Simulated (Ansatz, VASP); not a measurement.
Given: the input of a run of Ansatz 0.2.0 on LiH.

File input.yaml:

```yaml
crystal:
  lattice:
    - [0.0, 2.009222977, 2.009222977]
    - [2.009222977, 0.0, 2.009222977]
    - [2.009222977, 2.009222977, 0.0]
  atoms:
    - { symbol: Li, position: [0.0, 0.0, 0.0] }
    - { symbol: H, position: [0.5, 0.5, 0.5] }
hamiltonian:
  xc: r2scan0
  pseudopotentials: { kind: paw, source: jth }
kpoints:
  mp_grid: { grid: [6, 6, 6] }
scf:
  occupations: { method: methfessel_paxton, width: 0.01 }
output:
  forces: true
  stress: true
  eigenvalues: true
```

Potentials or basis: JTH PAW.

Run with:

```bash
$ ansatz run input.yaml --threads 1 --pin off --max-ram 2560MiB --backend cpu --events-out ev --progress --plain --runs-dir out
```

Translate it to VASP 6.6.1. Potentials there: VASP PAW PBE potentials, release 64 (Li_sv, H).

As run (the cutoff follows the program's own potentials):

POSCAR

```
LiH
1.0
    0.0000000000      2.0092229770      2.0092229770
    2.0092229770      0.0000000000      2.0092229770
    2.0092229770      2.0092229770      0.0000000000
Li H
1 1
Direct
    0.0000000000      0.0000000000      0.0000000000
    0.5000000000      0.5000000000      0.5000000000
```

File INCAR.step1:

```
SYSTEM = LiH
ALGO = Normal ; EDIFF = 1E-5
ENCUT = 520 ; GGA = PE
ISIF = 2 ; ISMEAR = 1
LASPH = .TRUE. ; LCHARG = .FALSE.
LREAL = .FALSE. ; LWAVE = .TRUE.
NBANDS = 9 ; NELM = 80
PREC = Accurate ; SIGMA = 0.01
```

The input INCAR.step2:

```
SYSTEM = LiH
AEXX = 0.25 ; ALGO = Normal
EDIFF = 1E-7 ; ENCUT = 520
ISIF = 2 ; ISMEAR = 1
ISTART = 1 ; LASPH = .TRUE.
LCHARG = .FALSE. ; LHFCALC = .TRUE.
LMIXTAU = .TRUE. ; LREAL = .FALSE.
LWAVE = .FALSE. ; METAGGA = R2SCAN
NBANDS = 9 ; NELM = 80
PREC = Accurate ; PRECFOCK = Normal
SIGMA = 0.01
```

File KPOINTS:

```
k-points
0
G
  6 6 6
  0 0 0
```

Potentials or basis: VASP PAW PBE potentials, release 64 (Li_sv, H).

Run with:

```bash
$ cat potpaw_PBE.64/Li_sv/POTCAR potpaw_PBE.64/H/POTCAR > POTCAR
$ cp INCAR.step1 INCAR
$ mpirun -np 1 vasp_std > vasp.out
$ cp INCAR.step2 INCAR
$ mpirun -np 1 vasp_std > vasp.out
```

Both were run:

|  | VASP | Ansatz | Ansatz less VASP |
| --- | --- | --- | --- |
| gap on the k mesh at the Fermi level (eV) | 5.15 | 5.12 | -0.031 |
| least direct gap on the mesh (eV) | 5.15 | 5.12 | -0.031 |

VASP's potentials were made for PBE, not for r2SCAN0. With one functional, cell and mesh, what is left measures potentials, basis and numerics.

The k mesh is coarse, so the values compare programs but aren't converged. Noted on VASP's run: the cutoff is under 1.25 times that of the potentials, so the pressure is a little rough.
